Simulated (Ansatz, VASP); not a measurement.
**Al2Ga3Sb3: VASP beside Ansatz**

```
CELL_PARAMETERS angstrom
4.28000 0.00000 0.00000
-2.14000 3.70659 0.00000
0.00000 0.00000 14.10000
ATOMIC_POSITIONS crystal
Al 0.00000 0.00000 0.18800
Al 0.33333 0.66667 0.43900
Ga 0.66667 0.33333 0.69000
Ga 0.00000 0.00000 0.77500
Ga 0.33333 0.66667 0.91000
Sb 0.33333 0.66667 0.25100
Sb 0.66667 0.33333 0.50200
Sb 0.00000 0.00000 0.00000
```

Alike in both runs: task relaxation of cell and atoms; functional PBE; k mesh 4 × 4 × 2; occupations gaussian, width 0.2 eV; no spin polarisation.

|  | VASP | Ansatz |
| --- | --- | --- |
| version | VASP 6.6.1 | Ansatz 0.2.0 |
| potentials or method | VASP PAW PBE potentials, release 64 (Al, Ga_d, Sb), cutoff 600 eV | scalar-relativistic, plane waves, PAW |
| valence electrons in the cell | 60 | 90 |

|  | VASP | Ansatz | Ansatz less VASP |
| --- | --- | --- | --- |
| gap on the k mesh at the Fermi level, each at its own relaxed structure (eV) | none | none | - |
| relaxed volume (Å³/atom) | 28.25 | 28.03 | -0.215 |
| relaxed cell length with the largest relative difference (Å) | 13.187 | 13.152 | -0.0352 |

A gap of «none» marks a metal or a gap that the smearing closes. VASP's potentials hold 60 valence electrons a cell and Ansatz's 90, so a difference there can come from the potentials and not from the codes.

The k mesh is coarse, so the values compare programs but aren't converged. Spin-orbit coupling is off throughout.
